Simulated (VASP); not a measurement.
H2, 2 atoms in the cell. The cell holds a molecule in a box, 2 atoms: a = 9.000 Å, b = 9.500 Å, c = 10.000 Å, α = 90.00°, β = 90.00°, γ = 90.00°. 

| Property | Result |
| --- | --- |
| Program | VASP 6.6.1 |
| Task | relaxation of the atoms |
| Functional | PBEsol |
| Potentials or basis | VASP PAW PBE potentials, release 64 (H) |
| Cutoff | 520 eV |
| k mesh | 1 × 1 × 1 |
| Occupations | methfessel-paxton, width 0.02 eV |
| Spin | no spin polarisation |
| Dipole correction | no |
| Further INCAR settings | ALGO = Normal; EDIFF = 1e-07; IBRION = 2; EDIFFG = -0.03; NSW = 80 |

Potentials or basis: VASP PAW PBE potentials, release 64 (H).

Command:

```console
$ cat potpaw_PBE.64/H/POTCAR > POTCAR
$ mpirun -np 1 vasp_gam > vasp.out
```

Hardware: 1 thread of Oxide Virtual Turin-like Processor (shared host).

Problem. How long does it take, and how much memory?

Solution. It took 110 s on 1 thread of Oxide Virtual Turin-like Processor, with other jobs on the host, peak memory 0.73 GiB. Counts: scf iterations 42, k points 1, ion steps 3.
